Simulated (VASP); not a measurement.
Here is a VASP 6.6.1 calculation.

Contents of INCAR:

```
SYSTEM = Pd
PREC     = Accurate       ! precision mode
ENCUT    = 520            ! plane-wave cutoff, eV
EDIFF    = 1E-6           ! SCF threshold, eV
ISMEAR   = -1             ! smearing method
SIGMA    = 0.05           ! smearing width, eV
LREAL    = .False.        ! projectors in reciprocal space
LASPH    = .True.         ! aspherical terms in the spheres
NELM     = 80             ! most SCF steps
ALGO     = Fast           ! electronic algorithm
ISIF     = 2              ! what is computed and relaxed
LWAVE    = .False.        ! write WAVECAR
LCHARG   = .False.        ! write CHGCAR
NBANDS   = 17             ! bands
```

Contents of KPOINTS:

```
regular mesh
0
Gamma
  11 11 6
  0 0 0
```

Contents of POSCAR:

```
Pd
1.0
    2.8021004509      0.0000000000      0.0000000000
   -1.4010502255      2.4266901745      0.0000000000
    0.0000000000      0.0000000000      4.6595488139
Pd
2
Direct
    0.3333333333      0.6666666667      0.2500000000
    0.6666666667      0.3333333333      0.7500000000
```

Potentials or basis: VASP PAW LDA potentials, release 64 (Pd).

The run is started by

```console
$ cat potpaw_LDA.64/Pd/POTCAR > POTCAR
$ mpirun -np 1 vasp_std > vasp.out
```

**Question.** Estimate the pressure.

**Answer.** -17.9 GPa.

**Question.** Predict the band gap on the k mesh.

**Answer.** Zero (band 10 reaches 8.55 eV, above the bottom of band 11 at 7.78 eV).

Stress tensor (GPa, compression positive):
```
-18.05   0.00   0.00
  0.00 -18.05   0.00
  0.00   0.00 -17.47
```
